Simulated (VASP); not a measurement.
**Ag: density of states with PBE**

Ag:

```
Ag
1.0
     2.69024    0.00000    0.00000
    -1.34512    2.32982    0.00000
     0.00000    0.00000    4.44407
Ag
2
Direct
  0.33333 0.66667 0.25000
  0.66667 0.33333 0.75000
```

This cell differs from its parent crystal: volume scaled by 0.78.

```json
{"Program": "VASP 6.6.1", "Task": "density of states", "Functional": "PBE", "Potentials or basis": "VASP PAW PBE potentials, release 64 (Ag)", "Cutoff": "520 eV", "k mesh": "15 × 15 × 8", "Occupations": "fermi-dirac, width 0.05 eV", "Spin": "no spin polarisation", "Dipole correction": "no", "k mesh for the DOS": "23 × 23 × 12", "Occupations for the DOS": "tetrahedron", "Further INCAR settings": "ALGO = Normal; EDIFF = 1e-06"}
```

| Quantity | Value |
| --- | --- |
| Valence electrons inside the program's atomic spheres | Ag 10.15 |

Levels at points of the mesh, in eV from the Fermi level:
| k point | band 7 | band 8 | band 9 | band 10 | band 11 | band 12 | band 13 | band 14 | band 15 |
| --- | --- | --- | --- | --- | --- | --- | --- | --- | --- |
| (0.00, 0.00, 0.00) | -5.32 | -4.75 | -4.75 | -3.37 | -3.37 | -1.18 | 4.62 | 16.05 | 17.94 |
| (0.00, 0.00, 0.50) | -5.57 | -5.57 | -3.80 | -3.80 | -3.80 | -3.80 | 12.41 | 12.41 | 16.57 |

It took 2.9 min on 1 thread of Intel(R) Xeon(R) Platinum 8175M CPU @ 2.50GHz (Skylake/Cascade Lake), on a shared host, peak memory 0.26 GiB.
